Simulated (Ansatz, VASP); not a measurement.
**MgS in VASP and in Ansatz**

```
Mg S
1.0
     0.00000    2.60152    2.52920
     2.60152    0.00000    2.52920
     2.60152    2.60152    0.00000
Mg S
1 1
Direct
  0.00000 0.00000 0.00000
  0.50000 0.50000 0.50000
```

Change from the starting cell: uniaxial_z strain -2.8%.

Alike in both runs: task single point; functional PBE; k mesh 8 × 8 × 8; occupations fermi-dirac, width 0.02 eV; no spin polarisation.

|  | VASP | Ansatz |
| --- | --- | --- |
| version | VASP 6.6.1 | Ansatz 0.2.0 |
| potentials or method | VASP PAW PBE potentials, release 64 (Mg, S) | plane waves, PAW |
| plane-wave cutoff (eV) | 520 | 420 |
| valence electrons in the cell | 8 | 16 |

VASP gave:

* gap on the k mesh at the Fermi level (eV): 2.70
* pressure (GPa): 3.4
* traceless stress, the component that is largest in VASP (GPa): 2.41

**Question.** Which values does Ansatz return?

**Answer.** gap on the k mesh at the Fermi level (eV): 2.72; pressure (GPa): 3.7; traceless stress, the component that is largest in VASP (GPa): 2.41.

The functional is the same, so the differences come from potentials, cutoffs and numerics. VASP's potentials hold 8 valence electrons a cell and Ansatz's 16, so a difference there can come from the potentials and not from the codes.
